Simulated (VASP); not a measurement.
# LiF (P6_3mc) in VASP: a series of runs, part 2 of 3

VASP 6.6.1.

**4. Single point, PBE (volume 10.370 Å^3 an atom, c/a of the conventional cell 1.7691)**

INCAR reads:

```
PREC = Accurate
ENCUT = 520
EDIFF = 1E-6
ISMEAR = 0
SIGMA = 0.05
LREAL = F
LASPH = T
NELM = 60
ALGO = Normal
ISIF = 2
LWAVE = F
LCHARG = T
GGA = PE
LELF = T
LVHAR = T
NBANDS = 18
```

KPOINTS reads:

```
regular mesh
0
Gamma
  9 9 6
```

POSCAR reads:

```
LiF
1.0
    3.0027653328      0.0000000000      0.0000000000
   -1.5013826664      2.6004710598      0.0000000000
    0.0000000000      0.0000000000      5.3121921503
Li F
2 2
Direct
    0.3333333333      0.6666666667      0.3810713234
    0.6666666667      0.3333333333      0.8810713234
    0.3333333333      0.6666666667      0.9939266766
    0.6666666667      0.3333333333      0.4939266766
```

Potentials or basis: VASP PAW PBE potentials, release 64 (Li_sv, F).

The run is started by

```console
$ cat potpaw_PBE.64/Li_sv/POTCAR potpaw_PBE.64/F/POTCAR > POTCAR
$ mpirun -np 1 vasp_std > vasp.out
```

OUTCAR:

```text
PREC = Accurate
   ENCUT = 520
   EDIFF = 1E-6
   ISMEAR = 0
   LREAL = F
   LASPH = T
   NELM = 60
   ISIF = 2
   GGA = PE

 ion  position               nearest neighbor table
   1  0.333  0.667  0.381-   4 1.83   4 1.83   4 1.83   3 2.06
   2  0.667  0.333  0.881-   3 1.83   3 1.83   3 1.83   4 2.06
   3  0.333  0.667  0.994-   2 1.83   2 1.83   2 1.83   1 2.06
   4  0.667  0.333  0.494-   1 1.83   1 1.83   1 1.83   2 2.06

  LATTYP: Found a hexagonal cell.
 ALAT       =     3.0027653328
 C/A-ratio  =     1.7691000000

  Lattice vectors:

 A1 = (   3.0027653328,   0.0000000000,   0.0000000000)
 A2 = (  -1.5013826664,   2.6004710598,   0.0000000000)
 A3 = (   0.0000000000,   0.0000000000,   5.3121921503)

Analysis of symmetry for initial positions (statically):
=====================================================================
 Subroutine PRICEL returns:
 Original cell was already a primitive cell.

 Routine SETGRP: Setting up the symmetry group for a
 hexagonal supercell.
[... 168 lines left out ...]
  ext. energy  EPLUGINS =         0.00000000
  ---------------------------------------------------
  free energy    TOTEN  =       -19.19996821 eV

  energy without entropy =      -19.19996821  energy(sigma->0) =      -19.19996821

 E-fermi :  -2.4302     XC(G=0):  -8.6303

 val. band max:       -2.7436727809   @ k =   0.0000   0.0000   0.0000
 cond. band min:       4.8571926642   @ k =   0.0000   0.0000   0.0000
 fundamental gap:      7.6008654451
 Fermi energy:        -2.4302338772

 k-point     1 :       0.0000    0.0000    0.0000
  band No.  band energies     occupation
      1     -43.2066      2.00000
      2     -43.1855      2.00000
      3     -22.0345      2.00000
      4     -21.8882      2.00000
      5      -4.6699      2.00000
      6      -2.9158      2.00000
[... 481 lines left out ...]
      5      -4.5093      2.00000
      6      -3.9161      2.00000
[... 10 lines left out ...]
     17      15.4444      0.00000
     18      18.2233      0.00000

 [... further k-points ...]
[... 5 lines left out ...]
  --------------------------------------------------------------------------------------
  -------------------------------------------------------------------------------------
  Total        1.0798194      1.0798194     -1.3652379      0.0000000      0.0000000      0.0000000
  in kB       41.7075328     41.7075328    -52.7316958      0.0000000      0.0000000      0.0000000
  external PRESSURE =      10.2277899 kB  Pullay stress =       0.0000000 kB

 VOLUME and BASIS-vectors are now :
 -----------------------------------------------------------------------------
  energy-cutoff  :      520.00
  volume of cell :       41.48
      direct lattice vectors                 reciprocal lattice vectors
     3.002765333  0.000000000  0.000000000     0.333026357  0.192272857  0.000000000
    -1.501382666  2.600471060  0.000000000     0.000000000  0.384545714  0.000000000
     0.000000000  0.000000000  5.312192150     0.000000000  0.000000000  0.188246203

 POSITION                                       TOTAL-FORCE (eV/Angst)
 -----------------------------------------------------------------------------------
     -0.00000      1.73365      2.02432         0.000000      0.000000     -0.249522
      1.50138      0.86682      4.68042         0.000000     -0.000000     -0.249522
     -0.00000      1.73365      5.27993        -0.000000      0.000000      0.249522
      1.50138      0.86682      2.62383        -0.000000     -0.000000      0.249522
 -----------------------------------------------------------------------------------
    total drift:                                0.000001      0.000001      0.000871

  FREE ENERGIE OF THE ION-ELECTRON SYSTEM (eV)
  ---------------------------------------------------
  free  energy   TOTEN  =       -19.1999682089 eV

  energy  without entropy=      -19.1999682089  energy(sigma->0) =      -19.19996821
```

OSZICAR:

```text
N       E                     dE             d eps       ncg     rms          rms(c)
DAV:   1     0.120559936278E+03    0.12056E+03   -0.10540E+04  1728   0.119E+03
DAV:   2    -0.993658908793E+01   -0.13050E+03   -0.12713E+03  1950   0.296E+02
DAV:   3    -0.205377029158E+02   -0.10601E+02   -0.10541E+02  3256   0.627E+01
DAV:   4    -0.206755197720E+02   -0.13782E+00   -0.13759E+00  2304   0.789E+00
DAV:   5    -0.206767403187E+02   -0.12205E-02   -0.12203E-02  2318   0.693E-01    0.745E+00
DAV:   6    -0.191331650371E+02    0.15436E+01   -0.42939E+00  1826   0.155E+01    0.232E+00
DAV:   7    -0.191603409361E+02   -0.27176E-01   -0.14358E-01  1942   0.256E+00    0.153E+00
DAV:   8    -0.192002328249E+02   -0.39892E-01   -0.70660E-02  1952   0.256E+00    0.412E-01
DAV:   9    -0.191987321738E+02    0.15007E-02   -0.86979E-03  2428   0.765E-01    0.105E-01
DAV:  10    -0.191999684573E+02   -0.12363E-02   -0.16697E-03  1854   0.279E-01    0.447E-02
DAV:  11    -0.191999638903E+02    0.45671E-05   -0.54888E-05  2458   0.691E-02    0.858E-03
DAV:  12    -0.191999678928E+02   -0.40025E-05   -0.77964E-06  1864   0.221E-02    0.216E-03
DAV:  13    -0.191999682089E+02   -0.31619E-06   -0.27447E-07  1978   0.449E-03
   1 F= -.19199968E+02 E0= -.19199968E+02  d E =-.109819E-20
```

Run time: 12 s. Hardware: 1 thread of Intel Xeon 6975P-C (Granite Rapids), shared host; peak memory 0.16 GiB.

Results:

- Free energy: -19.2000 eV
- Largest force: 0.250 eV/Å
- Band gap on the k mesh: 7.60 eV, direct

Forces on the atoms (eV/Å):
```
Li   0.000  0.000 -0.250
Li   0.000  0.000 -0.250
F    0.000  0.000  0.250
F    0.000  0.000  0.250
```

Levels at points of the mesh, in eV from the valence-band top:
```tsv
k point	band 7	band 8	band 9	band 10	band 11	band 12	band 13	band 14
(0.00, 0.00, 0.00)	-0.17	-0.08	0.00	0.00	7.60	11.26	14.40	18.17
(0.00, 0.00, 0.50)	-0.09	-0.09	-0.09	-0.09	9.13	9.13	16.39	16.39
```

Caveat: the cutoff is under 1.25 times the usual one of these potentials, so pressure, stress and relaxed cells hold a basis-set (Pulay) error. A k mesh can miss the band edges.

**5. Single point, PBE (volume 10.370 Å^3 an atom, c/a of the conventional cell 1.4764)**

INCAR reads:

```
SYSTEM = LiF
ALGO = Normal ; EDIFF = 1E-7
ENCUT = 520 ; GGA = PE
ISIF = 2 ; ISMEAR = 0
LASPH = .True. ; LCHARG = .True.
LELF = .True. ; LREAL = .False.
LVHAR = .True. ; LWAVE = .False.
NBANDS = 18 ; NELM = 80
PREC = Accurate ; SIGMA = 0.05
```

KPOINTS reads:

```
k-points
0
Gamma
  9 9 6
  0 0 0
```

POSCAR reads:

```
LiF
1.0
    3.1893646421      0.0000000000      0.0000000000
   -1.5946823210      2.7620708020      0.0000000000
    0.0000000000      0.0000000000      4.7087779576
Li F
2 2
Direct
    0.3333333333      0.6666666667      0.3810713234
    0.6666666667      0.3333333333      0.8810713234
    0.3333333333      0.6666666667      0.9939266766
    0.6666666667      0.3333333333      0.4939266766
```

Potentials or basis: VASP PAW PBE potentials, release 64 (Li_sv, F).

The run is started by

```console
$ cat potpaw_PBE.64/Li_sv/POTCAR potpaw_PBE.64/F/POTCAR > POTCAR
$ mpirun -np 1 vasp_std > vasp.out
```

OUTCAR:

```text
SYSTEM = LiF
   EDIFF = 1E-7
   ENCUT = 520
   GGA = PE
   ISIF = 2
   ISMEAR = 0
   LASPH = .True.
   LREAL = .False.
   NELM = 80
   PREC = Accurate

 ion  position               nearest neighbor table
   1  0.333  0.667  0.381-   3 1.82   4 1.92   4 1.92   4 1.92
   2  0.667  0.333  0.881-   4 1.82   3 1.92   3 1.92   3 1.92
   3  0.333  0.667  0.994-   1 1.82   2 1.92   2 1.92   2 1.92
   4  0.667  0.333  0.494-   2 1.82   1 1.92   1 1.92   1 1.92

  LATTYP: Found a hexagonal cell.
[... 704 lines left out ...]

  FORCE on cell =-STRESS in cart. coord.  units (eV):
  Direction    XX          YY          ZZ          XY          YZ          ZX
  --------------------------------------------------------------------------------------
  -------------------------------------------------------------------------------------
  Total       -0.4705962     -0.4705962      0.8908729     -0.0000000      0.0000000      0.0000000
  in kB      -18.1765629    -18.1765629     34.4095596     -0.0000000      0.0000000      0.0000000
  external PRESSURE =      -0.6478554 kB  Pullay stress =       0.0000000 kB

 VOLUME and BASIS-vectors are now :
 -----------------------------------------------------------------------------
  energy-cutoff  :      520.00
  volume of cell :       41.48
      direct lattice vectors                 reciprocal lattice vectors
     3.189364642  0.000000000  0.000000000     0.313542073  0.181023600  0.000000000
    -1.594682321  2.762070802  0.000000000     0.000000000  0.362047200  0.000000000
     0.000000000  0.000000000  4.708777958     0.000000000  0.000000000  0.212369326

 POSITION                                       TOTAL-FORCE (eV/Angst)
 -----------------------------------------------------------------------------------
     -0.00000      1.84138      1.79438        -0.000000      0.000000      0.242718
      1.59468      0.92069      4.14877         0.000000     -0.000000      0.242718
     -0.00000      1.84138      4.68018         0.000000     -0.000000     -0.242718
      1.59468      0.92069      2.32579         0.000000      0.000000     -0.242718
 -----------------------------------------------------------------------------------
    total drift:                               -0.000000     -0.000000     -0.006392

  FREE ENERGIE OF THE ION-ELECTRON SYSTEM (eV)
  ---------------------------------------------------
  free  energy   TOTEN  =       -19.2737262944 eV

  energy  without entropy=      -19.2737262944  energy(sigma->0) =      -19.27372629
```

OSZICAR:

```text
N       E                     dE             d eps       ncg     rms          rms(c)
DAV:   1     0.123654558184E+03    0.12365E+03   -0.10780E+04  1728   0.120E+03
DAV:   2    -0.993413680917E+01   -0.13359E+03   -0.13052E+03  1962   0.298E+02
DAV:   3    -0.206334295522E+02   -0.10699E+02   -0.10641E+02  3232   0.632E+01
DAV:   4    -0.207119201383E+02   -0.78491E-01   -0.78404E-01  2134   0.716E+00
DAV:   5    -0.207129370811E+02   -0.10169E-02   -0.10166E-02  2286   0.649E-01    0.737E+00
DAV:   6    -0.192116229980E+02    0.15013E+01   -0.41351E+00  1834   0.153E+01    0.231E+00
DAV:   7    -0.192356450847E+02   -0.24022E-01   -0.11813E-01  1982   0.239E+00    0.150E+00
DAV:   8    -0.192735756459E+02   -0.37931E-01   -0.62981E-02  1910   0.242E+00    0.370E-01
DAV:   9    -0.192725611468E+02    0.10145E-02   -0.63827E-03  2414   0.683E-01    0.103E-01
DAV:  10    -0.192737407093E+02   -0.11796E-02   -0.16657E-03  1882   0.276E-01    0.553E-02
DAV:  11    -0.192737227125E+02    0.17997E-04   -0.78389E-05  2310   0.803E-02    0.945E-03
DAV:  12    -0.192737258594E+02   -0.31469E-05   -0.74195E-06  1898   0.214E-02    0.241E-03
DAV:  13    -0.192737259750E+02   -0.11567E-06   -0.42119E-07  2376   0.556E-03    0.795E-04
DAV:  14    -0.192737263007E+02   -0.32563E-06   -0.50231E-08  1502   0.209E-03    0.245E-04
DAV:  15    -0.192737262944E+02    0.62810E-08   -0.10576E-08  1052   0.773E-04
   1 F= -.19273726E+02 E0= -.19273726E+02  d E =-.211996E-12
```

Wall time 13 s (1 thread of Intel Xeon 6975P-C (Granite Rapids), shared host); peak memory 0.16 GiB.

What came out:

* Free energy: -19.2737 eV
* Largest force: 0.243 eV/Å
* Band gap on the k mesh: 7.53 eV, direct

Forces on the atoms (eV/Å):
```
Li   0.000  0.000  0.243
Li   0.000  0.000  0.243
F    0.000  0.000 -0.243
F    0.000  0.000 -0.243
```

Levels at points of the mesh, in eV from the valence-band top:
```csv
k point,band 7,band 8,band 9,band 10,band 11,band 12,band 13,band 14
"(0.00, 0.00, 0.00)",-0.57,-0.20,-0.20,0.00,7.53,12.08,15.14,17.73
"(0.00, 0.00, 0.50)",-0.39,-0.39,-0.39,-0.39,9.27,9.27,17.75,17.75
```

Caveat: the cutoff is under 1.25 times the usual one of these potentials, so pressure, stress and relaxed cells hold a basis-set (Pulay) error. A k mesh can miss the band edges.

(Continued in part 3 of 3.)
